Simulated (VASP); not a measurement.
# Zr (P6_3/mmc) in VASP: notebook, part 2 of 2

VASP 6.6.1. The steps go on from the part before.

## Step 3: Relaxation of cell and atoms, PBE

Input file INCAR:

```
SYSTEM = Zr
PREC = Accurate ; ENCUT = 600
EDIFF = 1E-7 ; ISMEAR = 0
SIGMA = 0.1 ; LREAL = .FALSE.
LASPH = .TRUE. ; NELM = 80
ALGO = Fast ; ISIF = 3
LWAVE = .FALSE. ; LCHARG = .FALSE.
GGA = PE ; IBRION = 2
NSW = 80 ; EDIFFG = -0.01
```

Input file KPOINTS:

```
Automatic mesh
0
G
  18 18 8
  0 0 0
```

Input file POSCAR:

```
Zr
1.0
    3.2276399667      0.0000000000      0.0000000000
   -1.6138199833      2.7952182055      0.0000000000
    0.0000000000      0.0000000000      5.1762875167
Zr
2
Direct
    0.3333333333      0.6666666667      0.2500000000
    0.6666666667      0.3333333333      0.7500000000
```

Potentials or basis: VASP PAW PBE potentials, release 64 (Zr_sv).

Started as:

```console
> cat potpaw_PBE.64/Zr_sv/POTCAR > POTCAR
> mpirun -np 1 vasp_std > vasp.out
```

OUTCAR:

```text
SYSTEM = Zr
   PREC = Accurate
   ENCUT = 600
   EDIFF = 1E-7
   ISMEAR = 0
   LREAL = .FALSE.
   LASPH = .TRUE.
   NELM = 80
   ISIF = 3
   GGA = PE
   IBRION = 2
   NSW = 80
   EDIFFG = -0.01

 ion  position               nearest neighbor table
   1  0.333  0.667  0.250-   2 3.19   2 3.19   2 3.19   2 3.19   2 3.19   2 3.19
   2  0.667  0.333  0.750-   1 3.19   1 3.19   1 3.19   1 3.19   1 3.19   1 3.19

  LATTYP: Found a hexagonal cell.
 ALAT       =     3.2276399667
 C/A-ratio  =     1.6037375823

  Lattice vectors:

 A1 = (   3.2276399667,   0.0000000000,   0.0000000000)
 A2 = (  -1.6138199833,   2.7952182055,   0.0000000000)
 A3 = (   0.0000000000,   0.0000000000,   5.1762875167)

Analysis of symmetry for initial positions (statically):
=====================================================================
 Subroutine PRICEL returns:
 Original cell was already a primitive cell.

 Routine SETGRP: Setting up the symmetry group for a
 hexagonal supercell.

 Subroutine GETGRP returns: Found 24 space group operations
 (whereof 12 operations were pure point group operations)
 out of a pool of 24 trial point group operations.

The static configuration has the point symmetry D_3d.
 The point group associated with its full space group is D_6h.

Analysis of symmetry for dynamics (positions and initial velocities):
=====================================================================
 Subroutine PRICEL returns:
 Original cell was already a primitive cell.

 Routine SETGRP: Setting up the symmetry group for a
 hexagonal supercell.

 Subroutine GETGRP returns: Found 24 space group operations
 (whereof 12 operations were pure point group operations)
 out of a pool of 24 trial point group operations.

The dynamic configuration has the point symmetry D_3d.
 The point group associated with its full space group is D_6h.

 Subroutine INISYM returns: Found 24 space group operations
 (whereof 12 operations are pure point group operations),
 and found     1 'primitive' translations

----------------------------------------------------------------------------------------

                                     Primitive cell

  volume of cell :      46.7002

  direct lattice vectors                    reciprocal lattice vectors
     3.227639967  0.000000000  0.000000000     0.309823899  0.178876912  0.000000000
    -1.613819983  2.795218205  0.000000000     0.000000000  0.357753823  0.000000000
     0.000000000  0.000000000  5.176287517     0.000000000  0.000000000  0.193188651

  length of vectors
     3.227639967  3.227639967  5.176287517     0.357753823  0.357753823  0.193188651

  position of ions in fractional coordinates (direct lattice)
     0.333333333  0.666666667  0.250000000
     0.666666667  0.333333333  0.750000000

  ion indices of the primitive-cell ions
   primitive index   ion index
                 1           1
                 2           2

----------------------------------------------------------------------------------------
[... 28 lines left out ...]
  0.055556 -0.000000  0.000000      6.000000
  0.111111 -0.000000  0.000000      6.000000
  0.166667 -0.000000  0.000000      6.000000
  0.222222  0.000000  0.000000      6.000000
  0.277778  0.000000  0.000000      6.000000
[... 16 lines left out ...]
  0.333333  0.111111  0.000000     12.000000
  0.388889  0.111111  0.000000     12.000000
 [... further k-points ...]
   k-points           NKPTS =    185   k-points in BZ     NKDIM =    185   number of bands    NBANDS=     16
   number of dos      NEDOS =    301   number of ions     NIONS =      2
   total plane-waves  NPLWV =  32928
   dimension x,y,z NGX =    28 NGY =   28 NGZ =   42
   dimension x,y,z NGXF=    56 NGYF=   56 NGZF=   84
   ions per type =               2
   NGX,Y,Z   is equivalent  to a cutoff of  14.42, 14.42, 13.49 a.u.
   NGXF,Y,Z  is equivalent  to a cutoff of  28.84, 28.84, 26.98 a.u.
 SYSTEM =  Zr
   PREC   = accura    normal or accurate (medium, high low for compatibility)
   ISTART =      0    job   : 0-new  1-cont  2-samecut
   ICHARG =      2    charge: 1-file 2-atom 10-const
   ISPIN  =      1    spin polarized calculation?
   LNONCOLLINEAR =      F non collinear calculations
   LSORBIT =      F    spin-orbit coupling
   LASPH  =      T    aspherical Exc in radial PAW
   ENCUT  =  600.0 eV  44.10 Ry    6.64 a.u.   6.45  6.45 10.34*2*pi/ulx,y,z
   NELM   =     80;   NELMIN=  2; NELMDL= -5     # of ELM steps
   EDIFF  = 0.1E-06   stopping-criterion for ELM
   LREAL  =      F    real-space projection
   EDIFFG = -.1E-01   stopping-criterion for IOM
   NSW    =     80    number of steps for IOM
   IBRION =      2    ionic relax: 0-MD 1-quasi-New 2-CG
   NFREE  =      1    steps in history (QN), initial steepest desc. (CG)
   ISIF   =      3    stress and relaxation
   ISYM   =      2    0-nonsym 1-usesym 2-fastsym
   POTIM  = 0.5000    time-step for ionic-motion
   TEBEG  =    0.0;   TEEND  =   0.0 temperature during run
   PSTRESS=    0.0 pullay stress
   NELECT =      24.0000    total number of electrons
   NUPDOWN=      -1.0000    fix difference up-down
   EMIN   =  10.00;   EMAX   =-10.00  energy-range for DOS
   EFERMI =   0.00;   METHOD = LEGACY
   ISMEAR =     0;   SIGMA  =   0.10  broadening in eV -4-tet -1-fermi 0-gaus
   EFERMI_NEDOS =   21; number of points for ismear=-14 and -15
   IALGO  =     68    algorithm
   IMIX   =      4    mixing-type and parameters
     AMIX     =   0.40;   BMIX     =  1.00
     AMIX_MAG =   1.60;   BMIX_MAG =  1.00
  volume/ion in A,a.u.               =      23.35       157.57
  Fermi-wavevector in a.u.,A,eV,Ry     =   1.311310  2.478017 23.395694  1.719535
  Thomas-Fermi vector in A             =   2.441781
   LORBIT       =      0    0 simple, 1 ext, 2 COOP (PROOUT), +10 PAW based schemes
   GGA     = PE    functional components
   LHFCALC =     F    Hartree Fock is set to
   AEXX    =    0.0000 exact exchange contribution
   IVDW    =     0    specifies the selected vdW correction
   LEPSILON=     F    determine dielectric tensor
   LRPA    =     F    only Hartree local field effects (RPA)
 conjugate gradient relaxation of ions
 non-spin polarized calculation
 RMM-DIIS sequential band-by-band and
 Gauss-broadening in eV      SIGMA  =   0.10
  energy-cutoff  :      600.00
  volume of cell :       46.70
 maximum number of plane-waves:      1580
 NGX is ok and might be reduce to    28
   NGX = 13   NGY = 13   NGZ = 21

--------------------------------------- Ionic step        1  -------------------------------------------

 number of electron      24.0000000 magnetization

 Free energy of the ion-electron system (eV)
  ---------------------------------------------------
  ext. energy  EPLUGINS =         0.00000000
  ---------------------------------------------------
  free energy    TOTEN  =       -17.04591134 eV

  energy without entropy =      -17.03569214  energy(sigma->0) =      -17.04080174

------------------------ aborting loop because EDIFF is reached ----------------------------------------

  FORCE on cell =-STRESS in cart. coord.  units (eV):
  Direction    XX          YY          ZZ          XY          YZ          ZX
  --------------------------------------------------------------------------------------
  -------------------------------------------------------------------------------------
  Total        0.0814994      0.0814994     -0.0044883      0.0000000      0.0000000     -0.0000000
  in kB        2.7960566      2.7960566     -0.1539817      0.0000000      0.0000000     -0.0000000
  external PRESSURE =       1.8127105 kB  Pullay stress =       0.0000000 kB
[... 95 lines left out ...]
--------------------------------------- Ionic step        4  -------------------------------------------

 number of electron      24.0000000 magnetization

 Free energy of the ion-electron system (eV)
  ---------------------------------------------------
  ext. energy  EPLUGINS =         0.00000000
  ---------------------------------------------------
  free energy    TOTEN  =       -17.04606007 eV

  energy without entropy =      -17.03597656  energy(sigma->0) =      -17.04101832

 E-fermi :   8.9429     XC(G=0): -11.0590

 val. band max:        8.9331589255   @ k =   0.1111   0.0556   0.3750
 cond. band min:       8.9502459826   @ k =   0.3889   0.2222   0.2500
 fundamental gap:      0.0170870571
 Fermi energy:         8.9429466860

 k-point     1 :       0.0000    0.0000    0.0000
  band No.  band energies     occupation
      1     -39.9125      2.00000
      2     -39.7636      2.00000
      3     -18.4233      2.00000
      4     -17.5667      2.00000
      5     -17.5667      2.00000
      6     -17.4411      2.00000
[... 433 lines left out ...]
      3     -18.2122      2.00000
      4     -18.0530      2.00000
      5     -18.0011      2.00000
      6     -17.8083      2.00000
[... 8 lines left out ...]
     15      10.3334      0.00000
     16      13.2123      0.00000

 [... further k-points ...]
[... 5 lines left out ...]
  --------------------------------------------------------------------------------------
  -------------------------------------------------------------------------------------
  Total       -0.0021396     -0.0021396     -0.0034070     -0.0000000     -0.0000000      0.0000000
  in kB       -0.0732442     -0.0732442     -0.1166316     -0.0000000     -0.0000000      0.0000000
  external PRESSURE =      -0.0877067 kB  Pullay stress =       0.0000000 kB
[... 17 lines left out ...]
  FREE ENERGIE OF THE ION-ELECTRON SYSTEM (eV)
  ---------------------------------------------------
  free  energy   TOTEN  =       -17.0460600717 eV

  energy  without entropy=      -17.0359765644  energy(sigma->0) =      -17.04101832

 reached required accuracy - stopping structural energy minimisation
```

OSZICAR:

```text
N       E                     dE             d eps       ncg     rms          rms(c)
DAV:   1     0.238037878028E+03    0.23804E+03   -0.14584E+04  5920   0.166E+03
DAV:   2    -0.232158797480E+01   -0.24036E+03   -0.23813E+03  7408   0.436E+02
DAV:   3    -0.174212660507E+02   -0.15100E+02   -0.14977E+02 11240   0.839E+01
[... 55 lines left out ...]
RMM:   5    -0.170460584298E+02   -0.30209E-05   -0.30735E-05  8227   0.280E-02    0.432E-03
RMM:   6    -0.170460594354E+02   -0.10057E-05   -0.79072E-06  8259   0.137E-02    0.175E-03
RMM:   7    -0.170460596798E+02   -0.24435E-06   -0.36430E-06  7227   0.894E-03    0.286E-03
RMM:   8    -0.170460600005E+02   -0.32071E-06   -0.13293E-06  6495   0.639E-03    0.522E-04
RMM:   9    -0.170460600717E+02   -0.71223E-07   -0.74733E-07  5335   0.353E-03
   4 F= -.17046060E+02 E0= -.17041018E+02  d E =-.370705E-04
```

CONTCAR:

```text
Zr
   1.00000000000000
     3.2334269287478494    0.0000000000001035    0.0000000000000000
    -1.6167134643237453    2.8002298616444872   -0.0000000000000000
     0.0000000000000000    0.0000000000000000    5.1690842733970745
  Zr
     2
Direct
     0.3333333332999970    0.6666666667000030    0.2500000000000000
     0.6666666667000030    0.3333333332999970    0.7500000000000000

  0.00000000E+00  0.00000000E+00  0.00000000E+00
  0.00000000E+00  0.00000000E+00  0.00000000E+00
```

Wall time 5.3 min (1 thread of Intel Xeon 6975P-C (Granite Rapids), shared host); peak memory 0.29 GiB.

What came out:

```yaml
Free_energy: -17.0461 eV
Relaxed_volume: 23.40 Å³/atom
Relaxed_cell: a = 3.233 Å, b = 3.233 Å, c = 5.169 Å, α = 90.00°, β = 90.00°, γ = 120.00°
Space_group_after_relaxing_to_0.05_Å: P6_3/mmc (No. 194)
Energy_gained_by_relaxing: 0.1 meV/atom
Ionic_steps: 4
Pressure_after_relaxing: 0.0 GPa
Band_gap_on_the_k_mesh: zero (band 12 reaches 9.88 eV, above the bottom of band 13 at 8.70 eV)
```

Step by step:
```csv
step,energy change (eV),largest force (eV/Å),pressure (GPa),volume (Å³)
1,0.0000,0.0000,0.18,46.70
2,-0.0001,0.0000,-0.16,46.88
3,-0.0001,0.0000,-0.07,46.83
4,-0.0001,0.0000,-0.01,46.80
```

Final structure:
```
Zr
1.0
     3.23343    0.00000    0.00000
    -1.61671    2.80023    0.00000
     0.00000    0.00000    5.16908
Zr
2
Direct
  0.33333 0.66667 0.25000
  0.66667 0.33333 0.75000
```
